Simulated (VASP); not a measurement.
# MoS2: single point with PBE

Slab: MoS2, a slab with vacuum.

```xyz
6
Lattice="3.1845 0.0000 0.0000 -1.5923 2.7579 0.0000 0.0000 0.0000 21.6705" Properties=species:S:1:pos:R:3 pbc="T T T"
Mo    0.0000    1.8386   18.4451
Mo    1.5923    0.9193    3.2254
S     1.5923    0.9193   16.8949
S     0.0000    1.8386    1.6741
S     1.5923    0.9193   19.9965
S     0.0000    1.8386    4.7756
```

```json
{"Program": "VASP 6.6.1", "Task": "single point", "Functional": "PBE", "Potentials or basis": "VASP PAW PBE potentials, release 64 (Mo_sv, S)", "Cutoff": "520 eV", "k mesh": "10 × 10 × 2", "Occupations": "gaussian, width 0.012 eV", "Spin": "no spin polarisation"}
```

| Quantity | Value |
| --- | --- |
| Largest force | 0.221 eV/Å |
| Band gap on the k mesh | 1.40 eV, indirect (least direct gap 1.89 eV) |

Forces on the atoms (eV/Å):
```
Mo   0.000  0.000  0.001
Mo   0.000  0.000 -0.001
S    0.000  0.000 -0.221
S    0.000  0.000 -0.161
S    0.000  0.000  0.161
S    0.000  0.000  0.221
```

Levels at points of the mesh, in eV from the valence-band top:
```csv
k point,band 22,band 23,band 24,band 25,band 26,band 27,band 28,band 29,band 30,band 31
"(0.00, 0.00, 0.00)",-1.91,-1.91,-1.71,-0.48,0.00,2.39,2.39,2.40,2.40,2.65
"(0.50, 0.00, 0.00)",-2.19,-1.41,-1.36,-1.02,-0.99,1.86,1.87,2.35,2.43,3.38
"(0.00, 0.00, 0.50)",-1.91,-1.91,-1.71,-0.48,0.00,2.39,2.39,2.40,2.40,2.65
"(0.50, 0.00, 0.50)",-2.19,-1.41,-1.36,-1.02,-0.99,1.86,1.87,2.35,2.43,3.38
```

It took 3.3 min on 1 thread of Intel(R) Xeon(R) Platinum 8259CL CPU @ 2.50GHz (Skylake/Cascade Lake), on a shared host, peak memory 0.37 GiB.
